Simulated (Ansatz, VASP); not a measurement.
C in VASP and in Ansatz

```
CELL_PARAMETERS angstrom
0.01978 1.75904 1.75904
1.75904 0.01978 1.75904
1.75904 1.75904 0.01978
ATOMIC_POSITIONS crystal
C 0.00020 0.00020 0.00020
C 0.24980 0.24980 0.24980
```

Change from the starting cell: strained cell.

Alike in both runs: task relaxation of the atoms; functional LDA; k mesh 9 × 9 × 9; occupations gaussian, width 0.02 eV; no spin polarisation.

```csv
,VASP,Ansatz
version,VASP 6.6.1,Ansatz 0.2.0
potentials or method,"VASP PAW LDA potentials, release 64 (C), cutoff 520 eV","scalar-relativistic, plane waves, PAW"
valence electrons in the cell,8,8
```

|  | VASP | Ansatz | Ansatz less VASP |
| --- | --- | --- | --- |
| gap on the k mesh at the Fermi level, each at its own relaxed structure (eV) | 4.23 | 4.24 | +0.007 |

Ansatz warns that its potentials were made for another functional, while VASP's fit it. LDA's correlation is that of Perdew and Zunger in VASP and of Perdew and Wang (1992) in Ansatz. Ansatz's warnings: stress scf threshold loose.
